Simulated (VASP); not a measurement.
# K6SbP (Fm-3m) in VASP: a series of runs, part 2 of 2

VASP 6.6.1. Earlier steps stand in the parts before.

## (3) Single point, PBE

This run uses another cell than the first one, of 70.66 Å³/atom.

INCAR

```
ALGO     = Normal         # electronic algorithm
EDIFF    = 1E-6           # SCF threshold, eV
ENCUT    = 520            # plane-wave cutoff, eV
GGA      = PE             # functional
ISIF     = 2              # what is computed and relaxed
ISMEAR   = 0              # smearing method
LASPH    = True           # aspherical terms in the spheres
LCHARG   = True           # write CHGCAR
LELF     = True           # ELF
LREAL    = False          # projectors in reciprocal space
LVHAR    = True         
LWAVE    = False          # write WAVECAR
NBANDS   = 42             # bands
NELM     = 100            # most SCF steps
PREC     = Accurate       # precision mode
SIGMA    = 0.1            # smearing width, eV
```

KPOINTS

```
k-points
0
Gamma
  4 4 4
```

POSCAR

```
K6SbP
1.0
    0.0000000000      6.5627294285      6.5627294285
    6.5627294285      0.0000000000      6.5627294285
    6.5627294285      6.5627294285      0.0000000000
K Sb P
6 1 1
Direct
    0.7594536121      0.2405463879      0.2405463879
    0.2405463879      0.7594536121      0.2405463879
    0.2405463879      0.7594536121      0.7594536121
    0.7594536121      0.2405463879      0.7594536121
    0.2405463879      0.2405463879      0.7594536121
    0.7594536121      0.7594536121      0.2405463879
    0.5000000000      0.5000000000      0.5000000000
    0.0000000000      0.0000000000      0.0000000000
```

Potentials or basis: VASP PAW PBE potentials, release 64 (K_sv, Sb, P).

Started as:

```sh
> cat potpaw_PBE.64/K_sv/POTCAR potpaw_PBE.64/Sb/POTCAR potpaw_PBE.64/P/POTCAR > POTCAR
> mpirun -np 1 vasp_std > vasp.out
```

OUTCAR:

```text
EDIFF = 1E-6
   ENCUT = 520
   GGA = PE
   ISIF = 2
   ISMEAR = 0
   LASPH = True
   LREAL = False
   NELM = 100
   PREC = Accurate

 ion  position               nearest neighbor table
   1  0.759  0.241  0.241-   8 3.16   7 3.41
   2  0.241  0.759  0.241-   8 3.16   7 3.41
   3  0.241  0.759  0.759-   8 3.16   7 3.41
   4  0.759  0.241  0.759-   8 3.16   7 3.41
   5  0.241  0.241  0.759-   8 3.16   7 3.41
   6  0.759  0.759  0.241-   8 3.16   7 3.41
   7  0.500  0.500  0.500-   1 3.41   2 3.41   3 3.41   4 3.41   5 3.41   6 3.41
   8  0.000  0.000  0.000-   1 3.16   2 3.16   3 3.16   4 3.16   5 3.16   6 3.16

  LATTYP: Found a face centered cubic cell.
 ALAT       =    13.1254588570

  Lattice vectors:

 A1 = (   0.0000000000,   6.5627294285,   6.5627294285)
 A2 = (   6.5627294285,   0.0000000000,   6.5627294285)
 A3 = (   6.5627294285,   6.5627294285,   0.0000000000)

Analysis of symmetry for initial positions (statically):
=====================================================================
 Subroutine PRICEL returns:
 Original cell was already a primitive cell.

 Routine SETGRP: Setting up the symmetry group for a
 face centered cubic supercell.

 Subroutine GETGRP returns: Found 48 space group operations
 (whereof 48 operations were pure point group operations)
 out of a pool of 48 trial point group operations.

The static configuration has the point symmetry O_h .

Analysis of symmetry for dynamics (positions and initial velocities):
=====================================================================
 Subroutine PRICEL returns:
 Original cell was already a primitive cell.

 Routine SETGRP: Setting up the symmetry group for a
 face centered cubic supercell.

 Subroutine GETGRP returns: Found 48 space group operations
 (whereof 48 operations were pure point group operations)
 out of a pool of 48 trial point group operations.

The dynamic configuration has the point symmetry O_h .

 Subroutine INISYM returns: Found 48 space group operations
 (whereof 48 operations are pure point group operations),
 and found     1 'primitive' translations

----------------------------------------------------------------------------------------

                                     Primitive cell

  volume of cell :     565.3059

  direct lattice vectors                    reciprocal lattice vectors
     0.000000000  6.562729428  6.562729428    -0.076187813  0.076187813  0.076187813
     6.562729428  0.000000000  6.562729428     0.076187813 -0.076187813  0.076187813
     6.562729428  6.562729428  0.000000000     0.076187813  0.076187813 -0.076187813

  length of vectors
     9.281100964  9.281100964  9.281100964     0.131961162  0.131961162  0.131961162

  position of ions in fractional coordinates (direct lattice)
     0.759453612  0.240546388  0.240546388
     0.240546388  0.759453612  0.240546388
     0.240546388  0.759453612  0.759453612
[... 40 lines left out ...]

 Found      8 irreducible k-points:

 Following reciprocal coordinates:
            Coordinates               Weight
  0.000000  0.000000  0.000000      1.000000
  0.250000  0.000000  0.000000      8.000000
  0.500000  0.000000  0.000000      4.000000
  0.250000  0.250000  0.000000      6.000000
  0.500000  0.250000  0.000000     24.000000
 -0.250000  0.250000  0.000000     12.000000
  0.500000  0.500000  0.000000      3.000000
 -0.250000  0.500000  0.250000      6.000000
   k-points           NKPTS =      8   k-points in BZ     NKDIM =      8   number of bands    NBANDS=     42
   number of dos      NEDOS =    301   number of ions     NIONS =      8
   total plane-waves  NPLWV = 343000
   dimension x,y,z NGX =    70 NGY =   70 NGZ =   70
   dimension x,y,z NGXF=   140 NGYF=  140 NGZF=  140
   ions per type =               6   1   1
   NGX,Y,Z   is equivalent  to a cutoff of  12.54, 12.54, 12.54 a.u.
   NGXF,Y,Z  is equivalent  to a cutoff of  25.08, 25.08, 25.08 a.u.
 SYSTEM =  unknown system
   PREC   = accura    normal or accurate (medium, high low for compatibility)
   ISTART =      0    job   : 0-new  1-cont  2-samecut
   ICHARG =      2    charge: 1-file 2-atom 10-const
   ISPIN  =      1    spin polarized calculation?
   LNONCOLLINEAR =      F non collinear calculations
   LSORBIT =      F    spin-orbit coupling
   LASPH  =      T    aspherical Exc in radial PAW
   ENCUT  =  520.0 eV  38.22 Ry    6.18 a.u.  17.26 17.26 17.26*2*pi/ulx,y,z
   NELM   =    100;   NELMIN=  2; NELMDL= -5     # of ELM steps
   EDIFF  = 0.1E-05   stopping-criterion for ELM
   LREAL  =      F    real-space projection
   EDIFFG = 0.1E-04   stopping-criterion for IOM
   NSW    =      0    number of steps for IOM
   IBRION =     -1    ionic relax: 0-MD 1-quasi-New 2-CG
   NFREE  =      0    steps in history (QN), initial steepest desc. (CG)
   ISIF   =      2    stress and relaxation
   ISYM   =      2    0-nonsym 1-usesym 2-fastsym
   POTIM  = 0.5000    time-step for ionic-motion
   TEBEG  =    0.0;   TEEND  =   0.0 temperature during run
   PSTRESS=    0.0 pullay stress
   NELECT =      64.0000    total number of electrons
   NUPDOWN=      -1.0000    fix difference up-down
   EMIN   =  10.00;   EMAX   =-10.00  energy-range for DOS
   EFERMI =   0.00;   METHOD = LEGACY
   ISMEAR =     0;   SIGMA  =   0.10  broadening in eV -4-tet -1-fermi 0-gaus
   EFERMI_NEDOS =   21; number of points for ismear=-14 and -15
   IALGO  =     38    algorithm
   IMIX   =      4    mixing-type and parameters
     AMIX     =   0.40;   BMIX     =  1.00
     AMIX_MAG =   1.60;   BMIX_MAG =  1.00
  volume/ion in A,a.u.               =      70.66       476.86
  Fermi-wavevector in a.u.,A,eV,Ry     =   0.791967  1.496600  8.533730  0.627211
  Thomas-Fermi vector in A             =   1.897612
   LORBIT       =      0    0 simple, 1 ext, 2 COOP (PROOUT), +10 PAW based schemes
   GGA     = PE    functional components
   LHFCALC =     F    Hartree Fock is set to
   AEXX    =    0.0000 exact exchange contribution
   IVDW    =     0    specifies the selected vdW correction
   LEPSILON=     F    determine dielectric tensor
   LRPA    =     F    only Hartree local field effects (RPA)
 non-spin polarized calculation
 Gauss-broadening in eV      SIGMA  =   0.10
  energy-cutoff  :      520.00
  volume of cell :      565.31
 maximum number of plane-waves:     15284
 NGX is ok and might be reduce to    70
   NGX = 35   NGY = 35   NGZ = 35

 number of electron      64.0000000 magnetization

 Free energy of the ion-electron system (eV)
  ---------------------------------------------------
  ext. energy  EPLUGINS =         0.00000000
  ---------------------------------------------------
  free energy    TOTEN  =       -17.43712337 eV

  energy without entropy =      -17.43189878  energy(sigma->0) =      -17.43451108

 E-fermi :  -0.3979     XC(G=0):  -5.1677

 val. band max:       -0.5172391109   @ k =   0.0000   0.0000   0.0000
 cond. band min:      -0.1006501208   @ k =   0.2500   0.2500   0.0000
 fundamental gap:      0.4165889901
 Fermi energy:        -0.3978653516

 k-point     1 :       0.0000    0.0000    0.0000
  band No.  band energies     occupation
      1     -31.4275      2.00000
      2     -31.4237      2.00000
      3     -31.4237      2.00000
      4     -31.4237      2.00000
      5     -31.4218      2.00000
      6     -31.4218      2.00000
[... 349 lines left out ...]
     41       3.0030      0.00000
     42       3.1148      0.00000

------------------------ aborting loop because EDIFF is reached ----------------------------------------

  FORCE on cell =-STRESS in cart. coord.  units (eV):
  Direction    XX          YY          ZZ          XY          YZ          ZX
  --------------------------------------------------------------------------------------
  -------------------------------------------------------------------------------------
  Total        0.7633471      0.7633471      0.7633471     -0.0000000     -0.0000000      0.0000000
  in kB        2.1634614      2.1634614      2.1634614     -0.0000000     -0.0000000      0.0000000
  external PRESSURE =       2.1634614 kB  Pullay stress =       0.0000000 kB

 VOLUME and BASIS-vectors are now :
 -----------------------------------------------------------------------------
  energy-cutoff  :      520.00
  volume of cell :      565.31
      direct lattice vectors                 reciprocal lattice vectors
     0.000000000  6.562729428  6.562729428    -0.076187813  0.076187813  0.076187813
     6.562729428  0.000000000  6.562729428     0.076187813 -0.076187813  0.076187813
     6.562729428  6.562729428  0.000000000     0.076187813  0.076187813 -0.076187813

 POSITION                                       TOTAL-FORCE (eV/Angst)
 -----------------------------------------------------------------------------------
      3.15728      6.56273      6.56273        -0.027128     -0.000000      0.000000
      6.56273      3.15728      6.56273         0.000000     -0.027128      0.000000
      9.96818      6.56273      6.56273         0.027128     -0.000000      0.000000
      6.56273      9.96818      6.56273         0.000000      0.027128      0.000000
      6.56273      6.56273      3.15728         0.000000     -0.000000     -0.027128
      6.56273      6.56273      9.96818         0.000000     -0.000000      0.027128
      6.56273      6.56273      6.56273        -0.000000     -0.000000     -0.000000
      0.00000      0.00000      0.00000         0.000000     -0.000000     -0.000000
 -----------------------------------------------------------------------------------
    total drift:                                0.000000      0.000000      0.000000

  FREE ENERGIE OF THE ION-ELECTRON SYSTEM (eV)
  ---------------------------------------------------
  free  energy   TOTEN  =       -17.4371233726 eV

  energy  without entropy=      -17.4318987808  energy(sigma->0) =      -17.43451108
```

Wall time 4.3 min (1 thread of AMD EPYC 9R45 (Zen 5), shared host); peak memory 0.77 GiB.

What came out:

```yaml
Free_energy: -17.4371 eV
Pressure: 0.2 GPa
Largest_force: 0.027 eV/Å
Band_gap_on_the_k_mesh: zero (filled and empty bands touch)
```

Forces in eV/Å, atoms in the order of the input:
```
K   -0.027  0.000  0.000
K    0.000 -0.027  0.000
K    0.027  0.000  0.000
K    0.000  0.027  0.000
K    0.000  0.000 -0.027
K    0.000  0.000  0.027
Sb   0.000  0.000  0.000
P    0.000  0.000  0.000
```

Levels at points of the mesh, in eV from the Fermi level:
```csv
k point,band 28,band 29,band 30,band 31,band 32,band 33,band 34,band 35,band 36,band 37
"(0.00, 0.00, 0.00)",-0.87,-0.87,-0.22,-0.12,-0.12,-0.12,1.82,1.86,1.86,1.86
"(0.50, 0.00, 0.00)",-0.65,-0.58,-0.58,-0.53,-0.53,0.85,0.97,2.09,2.09,2.24
"(0.50, 0.50, 0.00)",-0.91,-0.91,-0.18,-0.14,-0.14,0.85,1.13,1.25,2.03,2.03
```

Caveat: semilocal functionals underestimate gaps, and a narrow one can read as zero; spin-orbit coupling is left out, which moves the levels of the heavy elements.

## (4) Relaxation of cell and atoms, PBE

INCAR

```
PREC = Accurate ; ENCUT = 600
EDIFF = 1E-7 ; ISMEAR = 0
SIGMA = 0.1 ; LREAL = False
LASPH = True ; NELM = 60
ALGO = Normal ; ISIF = 3
LWAVE = False ; LCHARG = False
GGA = PE ; IBRION = 2
NSW = 90 ; EDIFFG = -0.04
```

KPOINTS

```
Automatic mesh
0
Gamma
  4 4 4
```

POSCAR

```
K6SbP
1.0
    0.0000000000      5.4683746600      5.4683746600
    5.4683746600      0.0000000000      5.4683746600
    5.4683746600      5.4683746600      0.0000000000
K Sb P
6 1 1
Direct
    0.7500000000      0.2500000000      0.2500000000
    0.2500000000      0.7500000000      0.2500000000
    0.2500000000      0.7500000000      0.7500000000
    0.7500000000      0.2500000000      0.7500000000
    0.2500000000      0.2500000000      0.7500000000
    0.7500000000      0.7500000000      0.2500000000
    0.5000000000      0.5000000000      0.5000000000
    0.0000000000      0.0000000000      0.0000000000
```

Started as:

```sh
> cat potpaw_PBE.64/K_sv/POTCAR potpaw_PBE.64/Sb/POTCAR potpaw_PBE.64/P/POTCAR > POTCAR
> mpirun -np 1 vasp_std > vasp.out
```

Wall time 14 min (1 thread of AMD EPYC 9R45 (Zen 5), shared host); peak memory 0.67 GiB.

Results (log left out):

* Free energy: -17.4311 eV
* Relaxed volume: 72.06 Å³/atom
* Relaxed cell: a = 9.342 Å, b = 9.342 Å, c = 9.342 Å, α = 60.00°, β = 60.00°, γ = 60.00°
* Space group after relaxing (to 0.1 Å): Fm-3m (No. 225)
* Energy gained by relaxing: 868.5 meV/atom
* Ionic steps: 8
* Pressure after relaxing: 0.1 GPa
* Band gap on the k mesh: zero (filled and empty bands touch)

Step by step:
```
step  energy change (eV)  largest force (eV/Å)  pressure (GPa)  volume (Å³)
   1              0.0000                1.5103           13.56       327.04
   2             -6.7495                0.1704            1.03       519.66
   3             -6.8976                0.1200            0.44       550.68
   4             -6.9054                0.0581           -0.37       616.37
   5             -6.9440                0.0803           -0.05       585.40
   6             -6.9435                0.0861            0.03       579.22
   7             -6.9452                0.0736            0.04       578.53
   8             -6.9484                0.0353            0.07       576.46
```

Final structure:
```cif
data_structure
_symmetry_space_group_name_H-M 'P 1'
_symmetry_Int_Tables_number 1
_cell_length_a 9.3418
_cell_length_b 9.3418
_cell_length_c 9.3418
_cell_angle_alpha 60.000
_cell_angle_beta 60.000
_cell_angle_gamma 60.000
_cell_volume 576.46
loop_
_atom_site_label
_atom_site_type_symbol
_atom_site_fract_x
_atom_site_fract_y
_atom_site_fract_z
_atom_site_occupancy
K1 K 0.75933 0.24067 0.24067 1
K2 K 0.24067 0.75933 0.24067 1
K3 K 0.24067 0.75933 0.75933 1
K4 K 0.75933 0.24067 0.75933 1
K5 K 0.24067 0.24067 0.75933 1
K6 K 0.75933 0.75933 0.24067 1
Sb1 Sb 0.50000 0.50000 0.50000 1
P1 P 0.00000 0.00000 0.00000 1
```

Levels at points of the mesh, in eV from the Fermi level:
| k point | band 28 | band 29 | band 30 | band 31 | band 32 | band 33 | band 34 | band 35 | band 36 | band 37 |
| --- | --- | --- | --- | --- | --- | --- | --- | --- | --- | --- |
| (0.00, 0.00, 0.00) | -0.85 | -0.85 | -0.21 | -0.12 | -0.12 | -0.12 | 1.83 | 1.85 | 1.85 | 1.85 |
| (0.50, 0.00, 0.00) | -0.64 | -0.57 | -0.57 | -0.51 | -0.51 | 0.85 | 0.97 | 2.08 | 2.08 | 2.22 |
| (0.50, 0.50, 0.00) | -0.89 | -0.89 | -0.18 | -0.14 | -0.14 | 0.84 | 1.14 | 1.25 | 2.02 | 2.02 |

Caveat: the volume moved by over 15 % at a fixed basis, so the end points are rough; semilocal functionals underestimate gaps, and a narrow one can read as zero; spin-orbit coupling is left out, which moves the levels of the heavy elements.

## (5) Single point, PBE

This run uses another cell than the first one, of 72.63 Å³/atom.

INCAR

```
  PREC = Accurate
  ENCUT = 520
  EDIFF = 1E-6
  ISMEAR = 0
  SIGMA = 0.1
  LREAL = F
  LASPH = T
  NELM = 60
  ALGO = Normal
  ISIF = 2
  LWAVE = F
  LCHARG = F
  GGA = PE
  NBANDS = 42
```

KPOINTS

```
regular mesh
0
Gamma
  6 6 6
```

POSCAR

```
K6SbP
1.0
    0.0000000000      6.6229834108      6.6229834108
    6.6229834108      0.0000000000      6.6229834108
    6.6229834108      6.6229834108      0.0000000000
K Sb P
6 1 1
Direct
    0.7600994921      0.2399005079      0.2399005079
    0.2399005079      0.7600994921      0.2399005079
    0.2399005079      0.7600994921      0.7600994921
    0.7600994921      0.2399005079      0.7600994921
    0.2399005079      0.2399005079      0.7600994921
    0.7600994921      0.7600994921      0.2399005079
    0.5000000000      0.5000000000      0.5000000000
    0.0000000000      0.0000000000      0.0000000000
```

Started as:

```sh
> cat potpaw_PBE.64/K_sv/POTCAR potpaw_PBE.64/Sb/POTCAR potpaw_PBE.64/P/POTCAR > POTCAR
> mpirun -np 1 vasp_std > vasp.out
```

Wall time 9.3 min (1 thread of AMD EPYC 9R45 (Zen 5), shared host); peak memory 0.89 GiB.

The run converged. Its results:

| Property | Result |
| --- | --- |
| Free energy | -17.4487 eV |
| Pressure | 0.0 GPa |
| Largest force | 0.005 eV/Å |
| Band gap on the k mesh | zero (filled and empty bands touch) |

Forces on the atoms (eV/Å):
```
K   -0.005  0.000  0.000
K    0.000 -0.005  0.000
K    0.005  0.000  0.000
K    0.000  0.005  0.000
K    0.000  0.000 -0.005
K    0.000  0.000  0.005
Sb   0.000  0.000  0.000
P    0.000  0.000  0.000
```

Levels at points of the mesh, in eV from the Fermi level:
| k point | band 29 | band 30 | band 31 | band 32 | band 33 | band 34 | band 35 | band 36 |
| --- | --- | --- | --- | --- | --- | --- | --- | --- |
| (0.00, 0.00, 0.00) | -0.86 | -0.22 | -0.14 | -0.14 | -0.14 | 1.82 | 1.83 | 1.83 |
| (0.50, 0.00, 0.00) | -0.57 | -0.57 | -0.53 | -0.53 | 0.84 | 0.95 | 2.06 | 2.06 |
| (0.50, 0.50, 0.00) | -0.90 | -0.19 | -0.16 | -0.16 | 0.82 | 1.13 | 1.24 | 2.00 |

Caveat: semilocal functionals underestimate gaps, and a narrow one can read as zero; spin-orbit coupling is left out, which moves the levels of the heavy elements.

## (6) Summary

| task | cell | k mesh | cutoff (eV) | gap on the mesh (eV) | pressure (GPa) | largest force (eV/Å) |
| --- | --- | --- | --- | --- | --- | --- |
| single point | a = 7.733 Å, angles 60.0°, 8 atoms, atomic positions A | 4 × 4 × 4 | 520 | none | 13.5 | - |
| single point | a = 9.281 Å, angles 60.0°, 8 atoms, atomic positions B | 4 × 4 × 4 | 520 | none | 0.2 | 0.03 |
| relaxation of cell and atoms | relaxed from a = 7.733 Å, angles 60.0°, 8 atoms, atomic positions A | 4 × 4 × 4 | 600 | none | 0.1 | - |
| single point | a = 9.366 Å, angles 60.0°, 8 atoms, atomic positions C | 6 × 6 × 6 | 520 | none | 0.0 | 0.01 |

Alike in all rows: level PBE; potentials or basis VASP PAW PBE potentials, release 64 (K_sv, Sb, P); no spin polarisation; smearing gaussian 0.1 eV.

Caveats: semilocal functionals underestimate gaps, and a narrow one can read as zero; spin-orbit coupling is left out, which moves the levels of the heavy elements; the cell stands under pressure (at least some runs); the volume moved by over 15 % at a fixed basis, so the end points are rough (at least some runs).

Total energies depend on the potentials used, so only differences within one code and one set of settings carry meaning.

The gap in the log of VASP goes by the Fermi energy; the results here count the filled bands.